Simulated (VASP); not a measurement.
As: single point with revPBE

As:

```
As
1.0
    -1.75530    1.75530    1.75530
     1.75530   -1.75530    1.75530
     1.75530    1.75530   -1.75530
As
1
Cartesian
  0.0000 0.0000 0.0000
```

This cell differs from its parent crystal: volume scaled by 1.12.

```json
{"Program": "VASP 6.6.1", "Task": "single point", "Functional": "revPBE", "Potentials or basis": "VASP PAW PBE potentials, release 64 (As)", "Cutoff": "520 eV", "k mesh": "15 × 15 × 15", "Occupations": "fermi-dirac, width 0.1 eV", "Spin": "no spin polarisation", "Dipole correction": "no", "Further INCAR settings": "ALGO = Normal; EDIFF = 1e-07; NBANDS = 8"}
```

- Pressure: -6.8 GPa

Levels at points of the mesh, in eV from the Fermi level:
```
           k point  band 1  band 2  band 3  band 4  band 5  band 6  band 7
(0.00, 0.00, 0.00)  -13.96    4.97    4.97    4.97   12.47   12.47   12.47
```

It used 11 s of CPU time on 1 thread of Intel Xeon 6975P-C (shared host).

Caveat: the PAW data sets were made with another functional, which shifts forces and pressure a little.
